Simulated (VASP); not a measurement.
# AlN (F-43m) in VASP: a series of runs

Runs on AlN. Level: PBEsol. Tasks: single point, relaxation of cell and atoms.

All numbers are computed with VASP 6.6.1; they aren't measurements. Logs are shortened: lines on timing, memory, paths and dates and some standing lists are left out, and cuts for length are marked.

### Step 1. The cell of the first run

The structure is cubic, space group F-43m (No. 216). Conventional cell: a = 4.207 Å, b = 4.207 Å, c = 4.207 Å, α = 90.00°, β = 90.00°, γ = 90.00°. Al (site symmetry -43m) has 4 N at 1.82 Å within 2.4 Å. Within 2.4 Å of N (site symmetry -43m) lie 4 Al at 1.82 Å.

### Step 2. Single point, PBEsol

INCAR reads:

```
  ALGO = Normal
  EDIFF = 1E-7
  ENCUT = 520
  GGA = PS
  ISIF = 2
  ISMEAR = 0
  LASPH = True
  LCHARG = False
  LREAL = False
  LWAVE = False
  NBANDS = 11
  NELM = 80
  PREC = Accurate
  SIGMA = 0.01
```

KPOINTS reads:

```
k-points
0
Gamma
  8 8 8
```

POSCAR reads:

```
AlN
1.0
    0.0000000000      2.1036820360      2.1036820360
    2.1036820360      0.0000000000      2.1036820360
    2.1036820360      2.1036820360      0.0000000000
Al N
1 1
Direct
    0.0000000000      0.0000000000      0.0000000000
    0.7500000000      0.7500000000      0.7500000000
```

Potentials or basis: VASP PAW PBE potentials, release 64 (Al, N).

Launch:

```bash
$ cat potpaw_PBE.64/Al/POTCAR potpaw_PBE.64/N/POTCAR > POTCAR
$ mpirun -np 1 vasp_std > vasp.out
```

OUTCAR:

```text
EDIFF = 1E-7
   ENCUT = 520
   GGA = PS
   ISIF = 2
   ISMEAR = 0
   LASPH = True
   LREAL = False
   NELM = 80
   PREC = Accurate

 ion  position               nearest neighbor table
   1  0.000  0.000  0.000-   2 1.82   2 1.82   2 1.82   2 1.82
   2  0.750  0.750  0.750-   1 1.82   1 1.82   1 1.82   1 1.82

  LATTYP: Found a face centered cubic cell.
 ALAT       =     4.2073640720

  Lattice vectors:

 A1 = (   0.0000000000,   2.1036820360,   2.1036820360)
 A2 = (   2.1036820360,   0.0000000000,   2.1036820360)
 A3 = (   2.1036820360,   2.1036820360,   0.0000000000)

Analysis of symmetry for initial positions (statically):
=====================================================================
 Subroutine PRICEL returns:
 Original cell was already a primitive cell.

 Routine SETGRP: Setting up the symmetry group for a
 face centered cubic supercell.

 Subroutine GETGRP returns: Found 24 space group operations
 (whereof 24 operations were pure point group operations)
 out of a pool of 48 trial point group operations.

The static configuration has the point symmetry T_d .

Analysis of symmetry for dynamics (positions and initial velocities):
=====================================================================
 Subroutine PRICEL returns:
 Original cell was already a primitive cell.

 Routine SETGRP: Setting up the symmetry group for a
 face centered cubic supercell.

 Subroutine GETGRP returns: Found 24 space group operations
 (whereof 24 operations were pure point group operations)
 out of a pool of 48 trial point group operations.

The dynamic configuration has the point symmetry T_d .

 Subroutine INISYM returns: Found 24 space group operations
 (whereof 24 operations are pure point group operations),
 and found     1 'primitive' translations

----------------------------------------------------------------------------------------

                                     Primitive cell

  volume of cell :      18.6196

  direct lattice vectors                    reciprocal lattice vectors
     0.000000000  2.103682036  2.103682036    -0.237678504  0.237678504  0.237678504
     2.103682036  0.000000000  2.103682036     0.237678504 -0.237678504  0.237678504
     2.103682036  2.103682036  0.000000000     0.237678504  0.237678504 -0.237678504

  length of vectors
     2.975055666  2.975055666  2.975055666     0.411671245  0.411671245  0.411671245

  position of ions in fractional coordinates (direct lattice)
     0.000000000  0.000000000  0.000000000
     0.750000000  0.750000000  0.750000000

  ion indices of the primitive-cell ions
   primitive index   ion index
                 1           1
                 2           2

----------------------------------------------------------------------------------------

 KPOINTS: k-points

Automatic generation of k-mesh.
 Grid dimensions read from file:
 generate k-points for:    8    8    8

 Generating k-lattice:

  Cartesian coordinates                     Fractional coordinates (reciprocal lattice)
    -0.029709813  0.029709813  0.029709813     0.125000000  0.000000000  0.000000000
     0.029709813 -0.029709813  0.029709813     0.000000000  0.125000000  0.000000000
     0.029709813  0.029709813 -0.029709813     0.000000000  0.000000000  0.125000000

  Length of vectors
     0.051458906  0.051458906  0.051458906

  Shift w.r.t. Gamma in fractional coordinates (k-lattice)
     0.000000000  0.000000000  0.000000000

 Subroutine IBZKPT returns following result:
 ===========================================

 Found     29 irreducible k-points:

 Following reciprocal coordinates:
            Coordinates               Weight
  0.000000  0.000000  0.000000      1.000000
  0.125000  0.000000  0.000000      8.000000
  0.250000  0.000000  0.000000      8.000000
  0.375000  0.000000  0.000000      8.000000
  0.500000  0.000000  0.000000      4.000000
  0.125000  0.125000  0.000000      6.000000
[... 16 lines left out ...]
  0.500000  0.250000  0.125000     48.000000
 -0.375000  0.250000  0.125000     24.000000
 [... further k-points ...]
   k-points           NKPTS =     29   k-points in BZ     NKDIM =     29   number of bands    NBANDS=     11
   number of dos      NEDOS =    301   number of ions     NIONS =      2
   total plane-waves  NPLWV =  13824
   dimension x,y,z NGX =    24 NGY =   24 NGZ =   24
   dimension x,y,z NGXF=    48 NGYF=   48 NGZF=   48
   ions per type =               1   1
   NGX,Y,Z   is equivalent  to a cutoff of  13.41, 13.41, 13.41 a.u.
   NGXF,Y,Z  is equivalent  to a cutoff of  26.82, 26.82, 26.82 a.u.
 SYSTEM =  unknown system
   PREC   = accura    normal or accurate (medium, high low for compatibility)
   ISTART =      0    job   : 0-new  1-cont  2-samecut
   ICHARG =      2    charge: 1-file 2-atom 10-const
   ISPIN  =      1    spin polarized calculation?
   LNONCOLLINEAR =      F non collinear calculations
   LSORBIT =      F    spin-orbit coupling
   LASPH  =      T    aspherical Exc in radial PAW
   ENCUT  =  520.0 eV  38.22 Ry    6.18 a.u.   5.53  5.53  5.53*2*pi/ulx,y,z
   NELM   =     80;   NELMIN=  2; NELMDL= -5     # of ELM steps
   EDIFF  = 0.1E-06   stopping-criterion for ELM
   LREAL  =      F    real-space projection
   EDIFFG = 0.1E-05   stopping-criterion for IOM
   NSW    =      0    number of steps for IOM
   IBRION =     -1    ionic relax: 0-MD 1-quasi-New 2-CG
   NFREE  =      0    steps in history (QN), initial steepest desc. (CG)
   ISIF   =      2    stress and relaxation
   ISYM   =      2    0-nonsym 1-usesym 2-fastsym
   POTIM  = 0.5000    time-step for ionic-motion
   TEBEG  =    0.0;   TEEND  =   0.0 temperature during run
   PSTRESS=    0.0 pullay stress
   NELECT =       8.0000    total number of electrons
   NUPDOWN=      -1.0000    fix difference up-down
   EMIN   =  10.00;   EMAX   =-10.00  energy-range for DOS
   EFERMI =   0.00;   METHOD = LEGACY
   ISMEAR =     0;   SIGMA  =   0.01  broadening in eV -4-tet -1-fermi 0-gaus
   EFERMI_NEDOS =   21; number of points for ismear=-14 and -15
   IALGO  =     38    algorithm
   IMIX   =      4    mixing-type and parameters
     AMIX     =   0.40;   BMIX     =  1.00
     AMIX_MAG =   1.60;   BMIX_MAG =  1.00
  volume/ion in A,a.u.               =       9.31        62.83
  Fermi-wavevector in a.u.,A,eV,Ry     =   1.235325  2.334427 20.762885  1.526029
  Thomas-Fermi vector in A             =   2.369980
   LORBIT       =      0    0 simple, 1 ext, 2 COOP (PROOUT), +10 PAW based schemes
   GGA     = PS    functional components
   LHFCALC =     F    Hartree Fock is set to
   AEXX    =    0.0000 exact exchange contribution
   IVDW    =     0    specifies the selected vdW correction
   LEPSILON=     F    determine dielectric tensor
   LRPA    =     F    only Hartree local field effects (RPA)
 non-spin polarized calculation
 Gauss-broadening in eV      SIGMA  =   0.01
  energy-cutoff  :      520.00
  volume of cell :       18.62
 maximum number of plane-waves:       531
 NGX is ok and might be reduce to    24
   NGX = 11   NGY = 11   NGZ = 11

 number of electron       8.0000000 magnetization

 Free energy of the ion-electron system (eV)
  ---------------------------------------------------
  ext. energy  EPLUGINS =         0.00000000
  ---------------------------------------------------
  free energy    TOTEN  =       -15.40817920 eV

  energy without entropy =      -15.40817920  energy(sigma->0) =      -15.40817920

 E-fermi :   7.0368     XC(G=0): -11.6307

 val. band max:        6.9899315230   @ k =   0.0000   0.0000   0.0000
 cond. band min:      10.2201238927   @ k =   0.5000   0.5000   0.0000
 fundamental gap:      3.2301923696
 Fermi energy:         7.0368095600

 k-point     1 :       0.0000    0.0000    0.0000
  band No.  band energies     occupation
      1      -8.6525      2.00000
      2       6.9899      2.00000
      3       6.9899      2.00000
      4       6.9899      2.00000
      5      12.1517      0.00000
      6      20.6023      0.00000
      7      20.6023      0.00000
      8      20.6023      0.00000
      9      25.4926      0.00000
     10      25.4926      0.00000
     11      27.0861      0.00000

 k-point     2 :       0.1250    0.0000    0.0000
  band No.  band energies     occupation
      1      -8.3909      2.00000
      2       5.7780      2.00000
      3       6.9098      2.00000
      4       6.9098      2.00000
      5      13.0625      0.00000
      6      20.0097      0.00000
      7      20.7826      0.00000
      8      20.7826      0.00000
      9      23.8356      0.00000
     10      23.8356      0.00000
     11      25.9662      0.00000

 k-point     3 :       0.2500    0.0000    0.0000
  band No.  band energies     occupation
      1      -7.6657      2.00000
      2       3.5276      2.00000
      3       6.7290      2.00000
      4       6.7290      2.00000
      5      14.3629      0.00000
      6      18.9047      0.00000
      7      20.1384      0.00000
      8      20.1384      0.00000
      9      24.1692      0.00000
     10      24.1692      0.00000
     11      25.2908      0.00000

 k-point     4 :       0.3750    0.0000    0.0000
  band No.  band energies     occupation
      1      -6.7225      2.00000
      2       1.4837      2.00000
      3       6.5639      2.00000
      4       6.5639      2.00000
      5      15.0866      0.00000
      6      17.9495      0.00000
      7      19.1210      0.00000
      8      19.1210      0.00000
      9      25.8253      0.00000
     10      26.4846      0.00000
     11      26.4846      0.00000
[... 239 lines left out ...]
 k-point    22 :       0.3750    0.2500    0.1250
  band No.  band energies     occupation
      1      -7.0766      2.00000
      2       3.2167      2.00000
      3       5.3923      2.00000
      4       6.3613      2.00000
      5      14.3448      0.00000
      6      18.1771      0.00000
      7      18.9828      0.00000
      8      21.1997      0.00000
      9      22.7042      0.00000
     10      27.3378      0.00000
     11      29.8570      0.00000

 k-point    23 :       0.5000    0.2500    0.1250
  band No.  band energies     occupation
      1      -6.2541      2.00000
      2       1.9940      2.00000
      3       4.7642      2.00000
      4       6.0012      2.00000
      5      14.3614      0.00000
      6      17.4774      0.00000
      7      19.6157      0.00000
      8      20.7756      0.00000
      9      24.1973      0.00000
     10      28.0403      0.00000
     11      30.1879      0.00000

 k-point    24 :      -0.3750    0.2500    0.1250
  band No.  band energies     occupation
      1      -5.8308      2.00000
      2       1.3712      2.00000
      3       4.6104      2.00000
      4       5.7925      2.00000
      5      14.3414      0.00000
      6      17.1386      0.00000
      7      20.0993      0.00000
      8      20.7446      0.00000
      9      25.5664      0.00000
     10      26.9383      0.00000
     11      30.5360      0.00000

 [... further k-points ...]

------------------------ aborting loop because EDIFF is reached ----------------------------------------

  FORCE on cell =-STRESS in cart. coord.  units (eV):
  Direction    XX          YY          ZZ          XY          YZ          ZX
  --------------------------------------------------------------------------------------
  -------------------------------------------------------------------------------------
  Total        3.5177987      3.5177987      3.5177987      0.0000000      0.0000000     -0.0000000
  in kB      302.6991994    302.6991994    302.6991994      0.0000000      0.0000000     -0.0000000
  external PRESSURE =     302.6991994 kB  Pullay stress =       0.0000000 kB

 VOLUME and BASIS-vectors are now :
 -----------------------------------------------------------------------------
  energy-cutoff  :      520.00
  volume of cell :       18.62
      direct lattice vectors                 reciprocal lattice vectors
     0.000000000  2.103682036  2.103682036    -0.237678504  0.237678504  0.237678504
     2.103682036  0.000000000  2.103682036     0.237678504 -0.237678504  0.237678504
     2.103682036  2.103682036  0.000000000     0.237678504  0.237678504 -0.237678504

 POSITION                                       TOTAL-FORCE (eV/Angst)
 -----------------------------------------------------------------------------------
      0.00000      0.00000      0.00000         0.000000      0.000000     -0.000000
      3.15552      3.15552      3.15552        -0.000000     -0.000000      0.000000
 -----------------------------------------------------------------------------------
    total drift:                               -0.000000     -0.000000     -0.000000

  FREE ENERGIE OF THE ION-ELECTRON SYSTEM (eV)
  ---------------------------------------------------
  free  energy   TOTEN  =       -15.4081792001 eV

  energy  without entropy=      -15.4081792001  energy(sigma->0) =      -15.40817920
```

Run time: 2.6 s. Hardware: 1 thread of Intel Xeon 6975P-C (Granite Rapids), shared host; peak memory 0.13 GiB.

What came out:

- Free energy: -15.4082 eV
- Pressure: 30.3 GPa
- Band gap on the k mesh: 3.23 eV, indirect (least direct gap 5.13 eV)

Levels at points of the mesh, in eV from the valence-band top:
```csv
k point,band 1,band 2,band 3,band 4,band 5,band 6,band 7,band 8,band 9
"(0.00, 0.00, 0.00)",-15.64,0.00,0.00,0.00,5.16,13.61,13.61,13.61,18.50
"(0.50, 0.00, 0.00)",-13.20,-6.41,-0.49,-0.49,8.32,10.54,11.75,11.75,19.41
"(0.50, 0.50, 0.00)",-12.44,-5.31,-1.90,-1.90,3.23,9.16,15.50,17.05,17.05
```

Caveat: the PAW data sets were made with another functional, which shifts forces and pressure a little.

### Step 3. Single point, PBEsol

This run uses another cell than the first one, of 9.03 Å³/atom, 0.970 times its volume.

INCAR reads:

```
SYSTEM = AlN
PREC = Accurate ; ENCUT = 520
EDIFF = 1E-6 ; ISMEAR = 0
SIGMA = 0.01 ; LREAL = .FALSE.
LASPH = .TRUE. ; NELM = 60
ALGO = Normal ; ISIF = 2
LWAVE = .FALSE. ; LCHARG = .FALSE.
GGA = PS ; NBANDS = 11
```

KPOINTS reads:

```
regular mesh
0
G
  8 8 8
  0 0 0
```

POSCAR reads:

```
AlN
1.0
    0.0000000000      2.0823409571      2.0823409571
    2.0823409571      0.0000000000      2.0823409571
    2.0823409571      2.0823409571      0.0000000000
Al N
1 1
Direct
    0.0000000000      0.0000000000      0.0000000000
    0.7500000000      0.7500000000      0.7500000000
```

Potentials or basis: VASP PAW PBE potentials, release 64 (Al, N).

Launch:

```bash
$ cat potpaw_PBE.64/Al/POTCAR potpaw_PBE.64/N/POTCAR > POTCAR
$ mpirun -np 1 vasp_std > vasp.out
```

Wall time 2.3 s (1 thread of Intel Xeon 6975P-C (Granite Rapids), shared host); peak memory 0.13 GiB.

The run converged. Its results:

```
Free energy            : -15.2845 eV
Pressure               : 40.4 GPa
Band gap on the k mesh : 3.24 eV, indirect (least direct gap 5.17 eV)
```

Levels at points of the mesh, in eV from the valence-band top:
| k point | band 1 | band 2 | band 3 | band 4 | band 5 | band 6 | band 7 | band 8 |
| --- | --- | --- | --- | --- | --- | --- | --- | --- |
| (0.00, 0.00, 0.00) | -15.84 | 0.00 | 0.00 | 0.00 | 5.46 | 13.94 | 13.94 | 13.94 |
| (0.50, 0.00, 0.00) | -13.29 | -6.55 | -0.49 | -0.49 | 8.61 | 10.76 | 11.94 | 11.94 |
| (0.50, 0.50, 0.00) | -12.50 | -5.42 | -1.93 | -1.93 | 3.24 | 9.34 | 15.98 | 17.46 |

Caveat: the PAW data sets were made with another functional, which shifts forces and pressure a little. A k mesh can miss the band edges.

### Step 4. Single point, PBEsol

This run uses another cell than the first one, of 10.49 Å³/atom, 1.126 times its volume.

INCAR reads:

```
SYSTEM = AlN
PREC = Accurate
ENCUT = 520
EDIFF = 1E-6
ISMEAR = 0
SIGMA = 0.01
LREAL = .False.
LASPH = .True.
NELM = 80
ALGO = Normal
ISIF = 2
LWAVE = .False.
LCHARG = .False.
GGA = PS
NBANDS = 11
```

KPOINTS reads:

```
regular mesh
0
Gamma
  8 8 8
  0 0 0
```

POSCAR reads:

```
AlN
1.0
    0.0000000000      2.1887823195      2.1887823195
    2.1887823195      0.0000000000      2.1887823195
    2.1887823195      2.1887823195      0.0000000000
Al N
1 1
Direct
    0.0000000000      0.0000000000      0.0000000000
    0.7500000000      0.7500000000      0.7500000000
```

Launch:

```bash
$ cat potpaw_PBE.64/Al/POTCAR potpaw_PBE.64/N/POTCAR > POTCAR
$ mpirun -np 1 vasp_std > vasp.out
```

Run time: 2.4 s. Hardware: 1 thread of Intel Xeon 6975P-C (Granite Rapids), shared host; peak memory 0.13 GiB.

Results (log left out):

```yaml
Free_energy: -15.6112 eV
Pressure: 0.0 GPa
Band_gap_on_the_k_mesh: 3.18 eV, indirect (least direct gap 4.07 eV)
```

Levels at points of the mesh, in eV from the valence-band top:
```
           k point  band 1  band 2  band 3  band 4  band 5  band 6  band 7  band 8  band 9
(0.00, 0.00, 0.00)  -14.92    0.00    0.00    0.00    4.07   12.40   12.40   12.40   17.53
(0.50, 0.00, 0.00)  -12.86   -5.89   -0.48   -0.48    7.23    9.72   10.99   10.99   17.74
(0.50, 0.50, 0.00)  -12.22   -4.93   -1.78   -1.78    3.18    8.44   13.78   15.54   15.54
```

Caveat: the PAW data sets were made with another functional, which shifts forces and pressure a little. Expect the measured gap to be larger: semilocal functionals such as PBEsol lack the derivative discontinuity.

(Continued in part 2 of 2.)
